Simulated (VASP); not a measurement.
Wanted: the native input for a VASP 6.6.1 run.

| Item | Value |
| --- | --- |
| Task | single point |
| Functional | PBEsol |
| Potentials or basis | VASP PAW PBE potentials, release 64 (As, Ga_d) |
| Cutoff | 520 eV |
| k mesh | 8 × 8 × 8 |
| Occupations | fermi-dirac, width 0.05 eV |
| Spin | no spin polarisation |
| Dipole correction | no |
| Further INCAR settings | ALGO = Normal; EDIFF = 1e-06; NBANDS = 16 |

The structure of GaAs lies in POSCAR:

```
GaAs
1.0
    0.0000000000      2.8289694025      2.8289694025
    2.8289694025      0.0000000000      2.8289694025
    2.8289694025      2.8289694025      0.0000000000
As Ga
1 1
Direct
    0.7500000000      0.7500000000      0.7500000000
    0.0000000000      0.0000000000      0.0000000000
```

One way to write it, as run:

INCAR

```
SYSTEM = GaAs
PREC     = Accurate       ! precision mode
ENCUT    = 520            ! plane-wave cutoff, eV
EDIFF    = 1E-6           ! SCF threshold, eV
ISMEAR   = -1             ! smearing method
SIGMA    = 0.05           ! smearing width, eV
LREAL    = .False.        ! projectors in reciprocal space
LASPH    = .True.         ! aspherical terms in the spheres
NELM     = 100            ! most SCF steps
ALGO     = Normal         ! electronic algorithm
ISIF     = 2              ! what is computed and relaxed
LWAVE    = .False.        ! write WAVECAR
LCHARG   = .True.         ! write CHGCAR
GGA      = PS             ! functional
LELF     = .True.         ! ELF
LVHAR    = .True.       
NBANDS   = 16             ! bands
```

KPOINTS

```
regular mesh
0
Gamma
  8 8 8
  0 0 0
```

Potentials or basis: VASP PAW PBE potentials, release 64 (As, Ga_d).

Launch:

```sh
$ cat potpaw_PBE.64/As/POTCAR potpaw_PBE.64/Ga_d/POTCAR > POTCAR
$ mpirun -np 1 vasp_std > vasp.out
```

Results of the run:

```json
{"Pressure": "0.2 GPa", "Band gap on the k mesh": "0.44 eV, direct"}
```

Caveat: the PAW data sets were made with another functional, which shifts forces and pressure a little.

Wall time 31 s on 1 thread of Intel(R) Xeon(R) Platinum 8488C (Sapphire Rapids), with other jobs on the host, peak memory 0.18 GiB.
